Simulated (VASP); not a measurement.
# SnO2 (R-3m) in VASP: further runs

The runs below take SnO2 through single point, with PBEsol.

All numbers are computed with VASP 6.6.1; they aren't measurements. Logs are shortened: lines on timing, memory, paths and dates and some standing lists are left out, and cuts for length are marked.

## Step 1: The cell of the first run

Symmetry: R-3m, No. 166, trigonal system. The conventional cell has a = 3.104 Å, b = 3.104 Å, c = 14.290 Å, α = 90.00°, β = 90.00°, γ = 120.00°. Sn (site symmetry -3m) has 6 O at 2.09 Å within 2.8 Å. Within 2.8 Å of O (site symmetry 3m) lie 3 Sn at 2.09 Å and 3 O at 2.79 Å.

## Step 2: Single point, PBEsol

File INCAR:

```
SYSTEM = SnO2
PREC = Accurate ; ENCUT = 520
EDIFF = 1E-6 ; ISMEAR = 0
SIGMA = 0.05 ; LREAL = .False.
LASPH = .True. ; NELM = 60
ALGO = Normal ; ISIF = 2
LWAVE = .False. ; LCHARG = .False.
GGA = PS ; NBANDS = 20
```

File KPOINTS:

```
regular mesh
0
Gamma
  12 12 12
  0 0 0
```

File POSCAR:

```
SnO2
1.0
    1.5519000000      0.8959898828      4.7632000000
   -1.5519000000      0.8959898828      4.7632000000
    0.0000000000     -1.7919797655      4.7632000000
Sn O
1 2
Direct
    0.5000000000      0.5000000000      0.5000000000
    0.2414378084      0.2414378084      0.2414378084
    0.7585621916      0.7585621916      0.7585621916
```

Potentials or basis: VASP PAW PBE potentials, release 64 (Sn_d, O).

On the command line:

```
$ cat potpaw_PBE.64/Sn_d/POTCAR potpaw_PBE.64/O/POTCAR > POTCAR
$ mpirun -np 1 vasp_std > vasp.out
```

OUTCAR:

```text
SYSTEM = SnO2
   PREC = Accurate
   ENCUT = 520
   EDIFF = 1E-6
   ISMEAR = 0
   LREAL = .False.
   LASPH = .True.
   NELM = 60
   ISIF = 2
   GGA = PS

 ion  position               nearest neighbor table
   1  0.500  0.500  0.500-   2 2.09   2 2.09   3 2.09   3 2.09   2 2.09   3 2.09
   2  0.241  0.241  0.241-   1 2.09   1 2.09   1 2.09
   3  0.759  0.759  0.759-   1 2.09   1 2.09   1 2.09

  LATTYP: Found a trigonal (rhomboedric) cell.
 ALAT       =     5.0891321186
 COS(alpha) =     0.8140183868

  Lattice vectors:

 A1 = (   1.5519000000,   0.8959898828,   4.7632000000)
 A2 = (  -1.5519000000,   0.8959898828,   4.7632000000)
 A3 = (   0.0000000000,  -1.7919797655,   4.7632000000)

Analysis of symmetry for initial positions (statically):
=====================================================================
 Subroutine PRICEL returns:
 Original cell was already a primitive cell.

 Routine SETGRP: Setting up the symmetry group for a
 trigonal (rhombohedral) supercell.

 Subroutine GETGRP returns: Found 12 space group operations
 (whereof 12 operations were pure point group operations)
 out of a pool of 12 trial point group operations.

The static configuration has the point symmetry D_3d.

Analysis of symmetry for dynamics (positions and initial velocities):
=====================================================================
 Subroutine PRICEL returns:
 Original cell was already a primitive cell.

 Routine SETGRP: Setting up the symmetry group for a
 trigonal (rhombohedral) supercell.

 Subroutine GETGRP returns: Found 12 space group operations
 (whereof 12 operations were pure point group operations)
 out of a pool of 12 trial point group operations.

The dynamic configuration has the point symmetry D_3d.

 Subroutine INISYM returns: Found 12 space group operations
 (whereof 12 operations are pure point group operations),
 and found     1 'primitive' translations

----------------------------------------------------------------------------------------

                                     Primitive cell

  volume of cell :      39.7390

  direct lattice vectors                    reciprocal lattice vectors
     1.551900000  0.895989883  4.763200000     0.322185708  0.186014005  0.069980965
    -1.551900000  0.895989883  4.763200000    -0.322185708  0.186014005  0.069980965
     0.000000000 -1.791979766  4.763200000     0.000000000 -0.372028010  0.069980965

  length of vectors
     5.089132119  5.089132119  5.089132119     0.378552739  0.378552739  0.378552739

  position of ions in fractional coordinates (direct lattice)
     0.500000000  0.500000000  0.500000000
     0.241437808  0.241437808  0.241437808
     0.758562192  0.758562192  0.758562192

  ion indices of the primitive-cell ions
   primitive index   ion index
                 1           1
                 2           2
                 3           3

----------------------------------------------------------------------------------------

 KPOINTS: regular mesh

Automatic generation of k-mesh.
 Grid dimensions read from file:
 generate k-points for:   12   12   12

 Generating k-lattice:

  Cartesian coordinates                     Fractional coordinates (reciprocal lattice)
     0.026848809  0.015501167  0.005831747     0.083333333  0.000000000  0.000000000
    -0.026848809  0.015501167  0.005831747     0.000000000  0.083333333  0.000000000
     0.000000000 -0.031002334  0.005831747     0.000000000  0.000000000  0.083333333

  Length of vectors
     0.031546062  0.031546062  0.031546062

  Shift w.r.t. Gamma in fractional coordinates (k-lattice)
     0.000000000  0.000000000  0.000000000

 Subroutine IBZKPT returns following result:
 ===========================================

 Found    189 irreducible k-points:

 Following reciprocal coordinates:
            Coordinates               Weight
  0.000000  0.000000  0.000000      1.000000
  0.083333  0.000000 -0.000000      6.000000
  0.166667  0.000000 -0.000000      6.000000
  0.250000 -0.000000 -0.000000      6.000000
  0.333333 -0.000000  0.000000      6.000000
  0.416667  0.000000  0.000000      6.000000
[... 16 lines left out ...]
  0.500000  0.166667 -0.000000     12.000000
 -0.416667  0.166667  0.000000     12.000000
 [... further k-points ...]
   k-points           NKPTS =    189   k-points in BZ     NKDIM =    189   number of bands    NBANDS=     20
   number of dos      NEDOS =    301   number of ions     NIONS =      3
   total plane-waves  NPLWV =  64000
   dimension x,y,z NGX =    40 NGY =   40 NGZ =   40
   dimension x,y,z NGXF=    80 NGYF=   80 NGZF=   80
   ions per type =               1   2
   NGX,Y,Z   is equivalent  to a cutoff of  13.07, 13.07, 13.07 a.u.
   NGXF,Y,Z  is equivalent  to a cutoff of  26.13, 26.13, 26.13 a.u.
 SYSTEM =  SnO2
   PREC   = accura    normal or accurate (medium, high low for compatibility)
   ISTART =      0    job   : 0-new  1-cont  2-samecut
   ICHARG =      2    charge: 1-file 2-atom 10-const
   ISPIN  =      1    spin polarized calculation?
   LNONCOLLINEAR =      F non collinear calculations
   LSORBIT =      F    spin-orbit coupling
   LASPH  =      T    aspherical Exc in radial PAW
   ENCUT  =  520.0 eV  38.22 Ry    6.18 a.u.   9.46  9.46  9.46*2*pi/ulx,y,z
   NELM   =     60;   NELMIN=  2; NELMDL= -5     # of ELM steps
   EDIFF  = 0.1E-05   stopping-criterion for ELM
   LREAL  =      F    real-space projection
   EDIFFG = 0.1E-04   stopping-criterion for IOM
   NSW    =      0    number of steps for IOM
   IBRION =     -1    ionic relax: 0-MD 1-quasi-New 2-CG
   NFREE  =      0    steps in history (QN), initial steepest desc. (CG)
   ISIF   =      2    stress and relaxation
   ISYM   =      2    0-nonsym 1-usesym 2-fastsym
   POTIM  = 0.5000    time-step for ionic-motion
   TEBEG  =    0.0;   TEEND  =   0.0 temperature during run
   PSTRESS=    0.0 pullay stress
   NELECT =      26.0000    total number of electrons
   NUPDOWN=      -1.0000    fix difference up-down
   EMIN   =  10.00;   EMAX   =-10.00  energy-range for DOS
   EFERMI =   0.00;   METHOD = LEGACY
   ISMEAR =     0;   SIGMA  =   0.05  broadening in eV -4-tet -1-fermi 0-gaus
   EFERMI_NEDOS =   21; number of points for ismear=-14 and -15
   IALGO  =     38    algorithm
   IMIX   =      4    mixing-type and parameters
     AMIX     =   0.40;   BMIX     =  1.00
     AMIX_MAG =   1.60;   BMIX_MAG =  1.00
  volume/ion in A,a.u.               =      13.25        89.39
  Fermi-wavevector in a.u.,A,eV,Ry     =   1.421217  2.685710 27.481823  2.019857
  Thomas-Fermi vector in A             =   2.542050
   LORBIT       =      0    0 simple, 1 ext, 2 COOP (PROOUT), +10 PAW based schemes
   GGA     = PS    functional components
   LHFCALC =     F    Hartree Fock is set to
   AEXX    =    0.0000 exact exchange contribution
   IVDW    =     0    specifies the selected vdW correction
   LEPSILON=     F    determine dielectric tensor
   LRPA    =     F    only Hartree local field effects (RPA)
 non-spin polarized calculation
 Gauss-broadening in eV      SIGMA  =   0.05
  energy-cutoff  :      520.00
  volume of cell :       39.74
 maximum number of plane-waves:      1088
 NGX is ok and might be reduce to    40
   NGX = 19   NGY = 19   NGZ = 19

 number of electron      26.0000006 magnetization

 Free energy of the ion-electron system (eV)
  ---------------------------------------------------
  ext. energy  EPLUGINS =         0.00000000
  ---------------------------------------------------
  free energy    TOTEN  =       -19.20698417 eV

  energy without entropy =      -19.20698417  energy(sigma->0) =      -19.20698417

 E-fermi :   4.2965     XC(G=0): -10.7257

 val. band max:        4.0222215376   @ k =   0.5000   0.5000  -0.0000
 cond. band min:       6.4574440143   @ k =   0.0000   0.0000   0.0000
 fundamental gap:      2.4352224767
 Fermi energy:         4.2964958061

 k-point     1 :       0.0000    0.0000    0.0000
  band No.  band energies     occupation
      1     -15.8543      2.00000
      2     -15.6125      2.00000
      3     -15.6125      2.00000
      4     -15.3184      2.00000
      5     -15.3184      2.00000
      6     -14.2120      2.00000
[... 12 lines left out ...]
     19      21.4128      0.00000
     20      21.8223      0.00000

 k-point     2 :       0.0833    0.0000   -0.0000
  band No.  band energies     occupation
      1     -15.8160      2.00000
      2     -15.6784      2.00000
      3     -15.5903      2.00000
      4     -15.3522      2.00000
      5     -15.3212      2.00000
      6     -14.1621      2.00000
[... 12 lines left out ...]
     19      19.9020      0.00000
     20      21.8701      0.00000

 k-point     3 :       0.1667    0.0000   -0.0000
  band No.  band energies     occupation
      1     -15.9198      2.00000
      2     -15.6650      2.00000
      3     -15.5319      2.00000
      4     -15.4043      2.00000
      5     -15.3255      2.00000
      6     -13.9994      2.00000
[... 12 lines left out ...]
     19      18.5183      0.00000
     20      22.0764      0.00000

 k-point     4 :       0.2500   -0.0000   -0.0000
  band No.  band energies     occupation
      1     -16.1788      2.00000
      2     -15.5467      2.00000
      3     -15.4676      2.00000
      4     -15.4249      2.00000
      5     -15.3142      2.00000
      6     -13.7129      2.00000
[... 12 lines left out ...]
     19      17.5326      0.00000
     20      21.6065      0.00000

 k-point     5 :       0.3333   -0.0000    0.0000
  band No.  band energies     occupation
      1     -16.4105      2.00000
      2     -15.5319      2.00000
      3     -15.4396      2.00000
      4     -15.3522      2.00000
      5     -15.2645      2.00000
      6     -13.3390      2.00000
[... 12 lines left out ...]
     19      17.0452      0.00000
     20      20.0178      0.00000

 k-point     6 :       0.4167    0.0000    0.0000
  band No.  band energies     occupation
      1     -16.5643      2.00000
      2     -15.5519      2.00000
      3     -15.4383      2.00000
      4     -15.2792      2.00000
      5     -15.2075      2.00000
      6     -12.9927      2.00000
[... 12 lines left out ...]
     19      17.1113      0.00000
     20      18.8785      0.00000

 k-point     7 :       0.5000   -0.0000   -0.0000
  band No.  band energies     occupation
      1     -16.6177      2.00000
      2     -15.5604      2.00000
      3     -15.4399      2.00000
      4     -15.2534      2.00000
      5     -15.1842      2.00000
      6     -12.8453      2.00000
[... 12 lines left out ...]
     19      17.2958      0.00000
     20      18.3898      0.00000
[... 277 lines left out ...]
 k-point    20 :       0.2500    0.1667   -0.0000
  band No.  band energies     occupation
      1     -16.0427      2.00000
      2     -15.6734      2.00000
      3     -15.4523      2.00000
      4     -15.4241      2.00000
      5     -15.3243      2.00000
      6     -13.8027      2.00000
[... 12 lines left out ...]
     19      18.0614      0.00000
     20      21.4604      0.00000

 k-point    21 :       0.3333    0.1667   -0.0000
  band No.  band energies     occupation
      1     -16.1898      2.00000
      2     -15.7028      2.00000
      3     -15.4522      2.00000
      4     -15.3998      2.00000
      5     -15.2821      2.00000
      6     -13.4408      2.00000
[... 12 lines left out ...]
     19      18.2107      0.00000
     20      20.3066      0.00000

 k-point    22 :       0.4167    0.1667    0.0000
  band No.  band energies     occupation
      1     -16.3378      2.00000
      2     -15.7110      2.00000
      3     -15.4733      2.00000
      4     -15.3773      2.00000
      5     -15.2372      2.00000
      6     -12.9691      2.00000
[... 12 lines left out ...]
     19      18.4441      0.00000
     20      19.1626      0.00000

 k-point    23 :       0.5000    0.1667   -0.0000
  band No.  band energies     occupation
      1     -16.4441      2.00000
      2     -15.7138      2.00000
      3     -15.4950      2.00000
      4     -15.3263      2.00000
      5     -15.2336      2.00000
      6     -12.5304      2.00000
[... 12 lines left out ...]
     19      18.1966      0.00000
     20      18.8550      0.00000

 k-point    24 :      -0.4167    0.1667    0.0000
  band No.  band energies     occupation
      1     -16.4815      2.00000
      2     -15.7152      2.00000
      3     -15.5040      2.00000
      4     -15.2750      2.00000
      5     -15.2633      2.00000
      6     -12.3472      2.00000
[... 12 lines left out ...]
     19      17.5690      0.00000
     20      19.1265      0.00000

 [... further k-points ...]

------------------------ aborting loop because EDIFF is reached ----------------------------------------

  FORCE on cell =-STRESS in cart. coord.  units (eV):
  Direction    XX          YY          ZZ          XY          YZ          ZX
  --------------------------------------------------------------------------------------
  -------------------------------------------------------------------------------------
  Total        2.7429216      2.7429216     -0.6360903      0.0000000     -0.0000000      0.0000000
  in kB      110.5877613    110.5877613    -25.6455736      0.0000000     -0.0000000      0.0000000
  external PRESSURE =      65.1766497 kB  Pullay stress =       0.0000000 kB

 VOLUME and BASIS-vectors are now :
 -----------------------------------------------------------------------------
  energy-cutoff  :      520.00
  volume of cell :       39.74
      direct lattice vectors                 reciprocal lattice vectors
     1.551900000  0.895989883  4.763200000     0.322185708  0.186014005  0.069980965
    -1.551900000  0.895989883  4.763200000    -0.322185708  0.186014005  0.069980965
     0.000000000 -1.791979766  4.763200000     0.000000000 -0.372028010  0.069980965

 POSITION                                       TOTAL-FORCE (eV/Angst)
 -----------------------------------------------------------------------------------
      0.00000      0.00000      7.14480        -0.000000     -0.000000      0.000000
      0.00000      0.00000      3.45005         0.000000     -0.000000     -0.297426
      0.00000      0.00000     10.83955         0.000000      0.000000      0.297426
 -----------------------------------------------------------------------------------
    total drift:                                0.000000     -0.000000      0.000000

  FREE ENERGIE OF THE ION-ELECTRON SYSTEM (eV)
  ---------------------------------------------------
  free  energy   TOTEN  =       -19.2069841686 eV

  energy  without entropy=      -19.2069841686  energy(sigma->0) =      -19.20698417
```

Run time: 1.8 min. Hardware: 1 thread of Intel Xeon 6975P-C (Granite Rapids), shared host; peak memory 0.33 GiB.

What came out:

- Free energy: -19.2070 eV
- Pressure: 6.5 GPa
- Largest force: 0.297 eV/Å
- Band gap on the k mesh: 2.44 eV (least direct gap 2.57 eV)

Forces in eV/Å, atoms in the order of the input:
```
Sn   0.000  0.000  0.000
O    0.000  0.000 -0.297
O    0.000  0.000  0.297
```

Stress tensor (GPa, compression positive):
```
11.06  0.00  0.00
 0.00 11.06  0.00
 0.00  0.00 -2.56
```

Levels at points of the mesh, in eV from the valence-band top:
```csv
k point,band 11,band 12,band 13,band 14,band 15,band 16
"(0.00, 0.00, 0.00)",-0.67,-0.67,-0.14,2.44,5.96,11.94
"(0.50, 0.00, 0.00)",-1.81,-0.67,-0.57,5.90,7.80,10.93
"(0.50, 0.50, 0.00)",-1.44,-0.39,0.00,5.51,6.98,11.36
"(0.50, 0.50, 0.50)",-1.25,-0.60,-0.60,3.81,5.97,12.13
```

Caveat: the cell stands under pressure; the PAW data sets were made with another functional, which shifts forces and pressure a little; spin-orbit coupling is left out, which moves the levels of the heavy elements.

(Part 1 of 2 ends here.)
